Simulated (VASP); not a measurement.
KI, 2 atoms in the cell. Symmetry: Pm-3m, No. 221, cubic system. Conventional cell: a = 4.291 Å, b = 4.291 Å, c = 4.291 Å, α = 90.00°, β = 90.00°, γ = 90.00°. K (site symmetry m-3m) has 8 I at 3.72 Å and 6 K at 4.29 Å within 4.9 Å. Within 4.9 Å of I (site symmetry m-3m) lie 8 K at 3.72 Å and 6 I at 4.29 Å. 

- Program: VASP 6.6.1
- Task: single point
- Functional: r2SCAN
- Potentials or basis: VASP PAW PBE potentials, release 64 (K_sv, I)
- Cutoff: 550 eV
- k mesh: 6 × 6 × 6
- Occupations: gaussian, width 0.01 eV
- Spin: no spin polarisation
- Dipole correction: no
- Further INCAR settings: ALGO = Normal; EDIFF = 1e-06; NBANDS = 15

Potentials or basis: VASP PAW PBE potentials, release 64 (K_sv, I).

Command:

```sh
$ cat potpaw_PBE.64/K_sv/POTCAR potpaw_PBE.64/I/POTCAR > POTCAR
$ cp INCAR.step1 INCAR
$ mpirun -np 1 vasp_std > vasp.out
$ cp INCAR.step2 INCAR
$ mpirun -np 1 vasp_std > vasp.out
```

Hardware: 1 thread of Intel(R) Xeon(R) Platinum 8259CL CPU @ 2.50GHz (Skylake/Cascade Lake), on a shared host.

Problem. Estimate the wall time of this run.

Solution. Wall time 73 s on 1 thread of Intel(R) Xeon(R) Platinum 8259CL CPU @ 2.50GHz (Skylake/Cascade Lake) (shared host), peak memory 0.22 GiB. Counts: k points 20.
